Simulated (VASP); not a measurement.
# Br (I4/mmm) in VASP: a series of runs

The runs below take Br through single point, with r2SCAN.

All numbers are computed with VASP 6.6.1; they aren't measurements. Logs are shortened: lines on timing, memory, paths and dates and some standing lists are left out, and cuts for length are marked.

## 1. The cell of the first run

It takes space group I4/mmm (No. 139, tetragonal). Conventional cell: a = 2.847 Å, b = 2.847 Å, c = 7.155 Å, α = 90.00°, β = 90.00°, γ = 90.00°. Br (site symmetry 4/mmm) has 4 Br at 2.85 Å within 3.8 Å.

## 2. Single point, r2SCAN

File POSCAR:

```
Br
1.0
   -1.4235000000      1.4235000000      3.5775000000
    1.4235000000     -1.4235000000      3.5775000000
    1.4235000000      1.4235000000     -3.5775000000
Br
1
Direct
    0.0000000000      0.0000000000      0.0000000000
```

File INCAR.step1:

```
PREC = Accurate
ENCUT = 520
ISMEAR = 1
SIGMA = 0.15
LREAL = F
LASPH = T
NELM = 80
NBANDS = 10
GGA = PE
ALGO = Normal
EDIFF = 1E-4
LWAVE = T
LCHARG = F
```

File INCAR.step2:

```
PREC = Accurate
ENCUT = 520
EDIFF = 1E-6
ISMEAR = 1
SIGMA = 0.15
LREAL = F
LASPH = T
NELM = 80
ALGO = Normal
ISIF = 2
LWAVE = F
LCHARG = F
METAGGA = R2SCAN
LMIXTAU = T
NBANDS = 10
ISTART = 1
```

File KPOINTS:

```
regular mesh
0
Gamma
  12 12 12
```

Potentials or basis: VASP PAW PBE potentials, release 64 (Br).

The run is started by

```bash
> cat potpaw_PBE.64/Br/POTCAR > POTCAR
> cp INCAR.step1 INCAR
> mpirun -np 1 vasp_std > vasp.out
> cp INCAR.step2 INCAR
> mpirun -np 1 vasp_std > vasp.out
```

OUTCAR:

```text
PREC = Accurate
   ENCUT = 520
   EDIFF = 1E-6
   ISMEAR = 1
   LREAL = F
   LASPH = T
   NELM = 80
   ISIF = 2
   METAGGA = R2SCAN
   ISTART = 1

 ion  position               nearest neighbor table
   1  0.000  0.000  0.000-

  LATTYP: Found a body centered tetragonal cell.
 ALAT       =     2.8470000000
 C/A-ratio  =     2.5131717597

  Lattice vectors:

 A1 = (  -1.4235000000,   1.4235000000,   3.5775000000)
 A2 = (   1.4235000000,  -1.4235000000,   3.5775000000)
 A3 = (   1.4235000000,   1.4235000000,  -3.5775000000)

Analysis of symmetry for initial positions (statically):
=====================================================================
 Subroutine PRICEL returns:
 Original cell was already a primitive cell.

 Routine SETGRP: Setting up the symmetry group for a
 body centered tetragonal supercell.

 Subroutine GETGRP returns: Found 16 space group operations
 (whereof 16 operations were pure point group operations)
 out of a pool of 16 trial point group operations.

The static configuration has the point symmetry D_4h.

Analysis of symmetry for dynamics (positions and initial velocities):
=====================================================================
 Subroutine PRICEL returns:
 Original cell was already a primitive cell.

 Routine SETGRP: Setting up the symmetry group for a
 body centered tetragonal supercell.

 Subroutine GETGRP returns: Found 16 space group operations
 (whereof 16 operations were pure point group operations)
 out of a pool of 16 trial point group operations.

The dynamic configuration has the point symmetry D_4h.

 Subroutine INISYM returns: Found 16 space group operations
 (whereof 16 operations are pure point group operations),
 and found     1 'primitive' translations

----------------------------------------------------------------------------------------

                                     Primitive cell

  volume of cell :      28.9971

  direct lattice vectors                    reciprocal lattice vectors
    -1.423500000  1.423500000  3.577500000     0.000000000  0.351246927  0.139762404
     1.423500000 -1.423500000  3.577500000     0.351246927  0.000000000  0.139762404
     1.423500000  1.423500000 -3.577500000     0.351246927  0.351246927  0.000000000

  length of vectors
     4.105022625  4.105022625  4.105022625     0.378031656  0.378031656  0.496738167

  position of ions in fractional coordinates (direct lattice)
     0.000000000  0.000000000  0.000000000

  ion indices of the primitive-cell ions
   primitive index   ion index
                 1           1

----------------------------------------------------------------------------------------

 KPOINTS: regular mesh

Automatic generation of k-mesh.
 Grid dimensions read from file:
 generate k-points for:   12   12   12

 Generating k-lattice:

  Cartesian coordinates                     Fractional coordinates (reciprocal lattice)
     0.000000000  0.029270577  0.011646867     0.083333333  0.000000000 -0.000000000
     0.029270577  0.000000000  0.011646867     0.000000000  0.083333333 -0.000000000
     0.029270577  0.029270577  0.000000000     0.000000000  0.000000000  0.083333333

  Length of vectors
     0.031502638  0.031502638  0.041394847

  Shift w.r.t. Gamma in fractional coordinates (k-lattice)
     0.000000000  0.000000000  0.000000000

 Subroutine IBZKPT returns following result:
 ===========================================

 Found    163 irreducible k-points:

 Following reciprocal coordinates:
            Coordinates               Weight
  0.000000  0.000000  0.000000      1.000000
  0.083333 -0.000000  0.000000      8.000000
  0.166667 -0.000000  0.000000      8.000000
  0.250000 -0.000000  0.000000      8.000000
  0.333333 -0.000000  0.000000      8.000000
  0.416667 -0.000000  0.000000      8.000000
[... 16 lines left out ...]
  0.500000  0.166667  0.000000     16.000000
 -0.416667  0.166667 -0.000000     16.000000
 [... further k-points ...]
   k-points           NKPTS =    163   k-points in BZ     NKDIM =    163   number of bands    NBANDS=     10
   number of dos      NEDOS =    301   number of ions     NIONS =      1
   total plane-waves  NPLWV =  32768
   dimension x,y,z NGX =    32 NGY =   32 NGZ =   32
   dimension x,y,z NGXF=    64 NGYF=   64 NGZF=   64
   ions per type =               1
   NGX,Y,Z   is equivalent  to a cutoff of  12.96, 12.96, 12.96 a.u.
   NGXF,Y,Z  is equivalent  to a cutoff of  25.92, 25.92, 25.92 a.u.
 SYSTEM =  unknown system
   PREC   = accura    normal or accurate (medium, high low for compatibility)
   ISTART =      1    job   : 0-new  1-cont  2-samecut
   ICHARG =      0    charge: 1-file 2-atom 10-const
   ISPIN  =      1    spin polarized calculation?
   LNONCOLLINEAR =      F non collinear calculations
   LSORBIT =      F    spin-orbit coupling
   LASPH  =      T    aspherical Exc in radial PAW
   ENCUT  =  520.0 eV  38.22 Ry    6.18 a.u.   7.63  7.63  7.63*2*pi/ulx,y,z
   NELM   =     80;   NELMIN=  2; NELMDL=  0     # of ELM steps
   EDIFF  = 0.1E-05   stopping-criterion for ELM
   LREAL  =      F    real-space projection
   EDIFFG = 0.1E-04   stopping-criterion for IOM
   NSW    =      0    number of steps for IOM
   IBRION =     -1    ionic relax: 0-MD 1-quasi-New 2-CG
   NFREE  =      0    steps in history (QN), initial steepest desc. (CG)
   ISIF   =      2    stress and relaxation
   ISYM   =      2    0-nonsym 1-usesym 2-fastsym
   POTIM  = 0.5000    time-step for ionic-motion
   TEBEG  =    0.0;   TEEND  =   0.0 temperature during run
   PSTRESS=    0.0 pullay stress
   NELECT =       7.0000    total number of electrons
   NUPDOWN=      -1.0000    fix difference up-down
   EMIN   =  10.00;   EMAX   =-10.00  energy-range for DOS
   EFERMI =   0.00;   METHOD = LEGACY
   ISMEAR =     1;   SIGMA  =   0.15  broadening in eV -4-tet -1-fermi 0-gaus
   EFERMI_NEDOS =   21; number of points for ismear=-14 and -15
   IALGO  =     38    algorithm
   IMIX   =      4    mixing-type and parameters
     AMIX     =   0.40;   BMIX     =  1.00
     AMIX_MAG =   1.60;   BMIX_MAG =  1.00
  volume/ion in A,a.u.               =      29.00       195.68
  Fermi-wavevector in a.u.,A,eV,Ry     =   1.019348  1.926289 14.137422  1.039071
  Thomas-Fermi vector in A             =   2.152857
   LORBIT       =      0    0 simple, 1 ext, 2 COOP (PROOUT), +10 PAW based schemes
   METAGGA = R2SCAN    functional components
   LHFCALC =     F    Hartree Fock is set to
   AEXX    =    0.0000 exact exchange contribution
   IVDW    =     0    specifies the selected vdW correction
   LEPSILON=     F    determine dielectric tensor
   LRPA    =     F    only Hartree local field effects (RPA)
 non-spin polarized calculation
 Methfessel and Paxton  Order N= 1 SIGMA  =   0.15
  energy-cutoff  :      520.00
  volume of cell :       29.00
 maximum number of plane-waves:       805
   NGX = 15   NGY = 15   NGZ = 15

 number of electron       7.0000000 magnetization

 Free energy of the ion-electron system (eV)
  ---------------------------------------------------
  ext. energy  EPLUGINS =         0.00000000
  ---------------------------------------------------
  free energy    TOTEN  =       -13.03278325 eV

  energy without entropy =      -13.03469337  energy(sigma->0) =      -13.03341996

 E-fermi :   1.1059     XC(G=0):  -9.1189

 val. band max:        0.9855539764   @ k =  -0.3333   0.3333   0.1667
 cond. band min:       1.2224360329   @ k =  -0.4167   0.5000   0.4167
 fundamental gap:      0.2368820565
 Fermi energy:         1.1059376565

 k-point     1 :       0.0000    0.0000    0.0000
  band No.  band energies     occupation
      1     -15.8039      2.00000
      2      -1.3318      2.00000
      3       2.1277     -0.00000
      4       2.1277     -0.00000
      5       7.0989      0.00000
      6      11.5480      0.00000
      7      12.2610      0.00000
      8      17.7809      0.00000
      9      17.7809      0.00000
     10      18.5121      0.00000

 k-point     2 :       0.0833   -0.0000    0.0000
  band No.  band energies     occupation
      1     -15.7133      2.00000
      2      -1.3212      2.00000
      3       1.3967     -0.01939
      4       2.1827     -0.00000
      5       7.3571      0.00000
      6      11.8827      0.00000
      7      12.9165      0.00000
      8      15.7541      0.00000
      9      17.9241      0.00000
     10      19.5678      0.00000

 k-point     3 :       0.1667   -0.0000    0.0000
  band No.  band energies     occupation
      1     -15.4522      2.00000
      2      -1.2941      2.00000
      3      -0.1875      2.00000
      4       2.3378     -0.00000
      5       7.9981      0.00000
      6      12.2223      0.00000
      7      13.5407      0.00000
      8      15.0745      0.00000
      9      18.3394      0.00000
     10      20.2363      0.00000

 k-point     4 :       0.2500   -0.0000    0.0000
  band No.  band energies     occupation
      1     -15.0566      2.00000
      2      -2.0006      2.00000
      3      -1.1406      2.00000
      4       2.5621     -0.00000
      5       8.7179      0.00000
      6      12.0369      0.00000
      7      12.7056      0.00000
      8      17.5613      0.00000
      9      18.8960      0.00000
     10      19.8463      0.00000
[... 222 lines left out ...]
 k-point    22 :       0.4167    0.1667    0.0000
  band No.  band energies     occupation
      1     -13.8622      2.00000
      2      -4.2589      2.00000
      3      -0.8693      2.00000
      4       0.8753      2.05192
      5       8.8625      0.00000
      6      12.4312      0.00000
      7      15.0446      0.00000
      8      16.4720      0.00000
      9      17.4606      0.00000
     10      19.0032      0.00000

 k-point    23 :       0.5000    0.1667    0.0000
  band No.  band energies     occupation
      1     -13.7291      2.00000
      2      -4.6113      2.00000
      3      -0.6516      2.00000
      4       0.9835      1.98815
      5       8.6295      0.00000
      6      12.0427      0.00000
      7      14.4352      0.00000
      8      16.6838      0.00000
      9      17.3805      0.00000
     10      19.3783      0.00000

 k-point    24 :      -0.4167    0.1667   -0.0000
  band No.  band energies     occupation
      1     -13.9057      2.00000
      2      -4.2067      2.00000
      3      -0.5398      2.00000
      4       0.9053      2.06758
      5       8.8907      0.00000
      6      11.6325      0.00000
      7      13.5198      0.00000
      8      16.5788      0.00000
      9      16.8805      0.00000
     10      20.6436      0.00000

 [... further k-points ...]

------------------------ aborting loop because EDIFF is reached ----------------------------------------

  FORCE on cell =-STRESS in cart. coord.  units (eV):
  Direction    XX          YY          ZZ          XY          YZ          ZX
  --------------------------------------------------------------------------------------
  -------------------------------------------------------------------------------------
  Total        0.0920068      0.0920068      0.0772733      0.0000000     -0.0000000      0.0000000
  in kB        5.0836542      5.0836542      4.2695832      0.0000000     -0.0000000      0.0000000
  external PRESSURE =       4.8122972 kB  Pullay stress =       0.0000000 kB

 VOLUME and BASIS-vectors are now :
 -----------------------------------------------------------------------------
  energy-cutoff  :      520.00
  volume of cell :       29.00
      direct lattice vectors                 reciprocal lattice vectors
    -1.423500000  1.423500000  3.577500000     0.000000000  0.351246927  0.139762404
     1.423500000 -1.423500000  3.577500000     0.351246927  0.000000000  0.139762404
     1.423500000  1.423500000 -3.577500000     0.351246927  0.351246927  0.000000000

 POSITION                                       TOTAL-FORCE (eV/Angst)
 -----------------------------------------------------------------------------------
      0.00000      0.00000      0.00000        -0.000000      0.000000     -0.000000
 -----------------------------------------------------------------------------------
    total drift:                                0.000000      0.000000     -0.000000

  FREE ENERGIE OF THE ION-ELECTRON SYSTEM (eV)
  ---------------------------------------------------
  free  energy   TOTEN  =       -13.0327832504 eV

  energy  without entropy=      -13.0346933695  energy(sigma->0) =      -13.03341996
```

Run time: 4.3 min. Hardware: 1 thread of AMD EPYC 7R13, shared host; peak memory 0.2 GiB.

Results:

```yaml
Free_energy: -13.0328 eV
Pressure: 0.5 GPa
```

Caveat: the PAW data sets were made with another functional, which shifts forces and pressure a little; an odd number of electrons without spin polarisation forces a metal; a magnetic or distorted state may lie lower.

## 3. Single point, r2SCAN

POSCAR is that of step 2.

File INCAR.step1:

```
SYSTEM = Br
PREC = Accurate
ENCUT = 520
ISMEAR = 1
SIGMA = 0.05
LREAL = .False.
LASPH = .True.
NELM = 80
NBANDS = 10
GGA = PE
ALGO = Normal
EDIFF = 1E-4
LWAVE = .True.
LCHARG = .False.
```

File INCAR.step2:

```
SYSTEM = Br
PREC = Accurate
ENCUT = 520
EDIFF = 1E-7
ISMEAR = 1
SIGMA = 0.05
LREAL = .False.
LASPH = .True.
NELM = 80
ALGO = Normal
ISIF = 2
LWAVE = .False.
LCHARG = .False.
METAGGA = R2SCAN
LMIXTAU = .True.
NBANDS = 10
ISTART = 1
```

File KPOINTS:

```
Automatic mesh
0
Gamma
  12 12 12
  0 0 0
```

Potentials or basis: VASP PAW PBE potentials, release 64 (Br).

The run is started by

```bash
> cat potpaw_PBE.64/Br/POTCAR > POTCAR
> cp INCAR.step1 INCAR
> mpirun -np 1 vasp_std > vasp.out
> cp INCAR.step2 INCAR
> mpirun -np 1 vasp_std > vasp.out
```

Wall time 5.4 min (1 thread of AMD EPYC 7R13, shared host); peak memory 0.21 GiB.

It converged, with:

```
Free energy : -13.0334 eV
Pressure    : 0.5 GPa
```

Stress tensor (GPa, compression positive):
```
0.51 0.00 0.00
0.00 0.51 0.00
0.00 0.00 0.42
```

Levels at points of the mesh, in eV from the Fermi level:
| k point | band 1 | band 2 | band 3 | band 4 | band 5 | band 6 | band 7 | band 8 | band 9 |
| --- | --- | --- | --- | --- | --- | --- | --- | --- | --- |
| (0.00, 0.00, 0.00) | -16.83 | -2.36 | 1.10 | 1.10 | 6.07 | 10.52 | 11.24 | 16.75 | 16.76 |
| (0.50, 0.00, 0.00) | -15.08 | -5.95 | -1.93 | 2.04 | 6.93 | 12.90 | 13.70 | 15.66 | 15.99 |
| (0.50, 0.50, 0.00) | -13.47 | -4.60 | -4.31 | -0.64 | 6.08 | 8.96 | 13.31 | 14.75 | 15.36 |
| (0.50, 0.50, 0.50) | -16.58 | -4.56 | 0.93 | 0.93 | 9.98 | 10.22 | 12.64 | 18.16 | 19.96 |

Caveat: the PAW data sets were made with another functional, which shifts forces and pressure a little; an odd number of electrons without spin polarisation forces a metal; a magnetic or distorted state may lie lower.
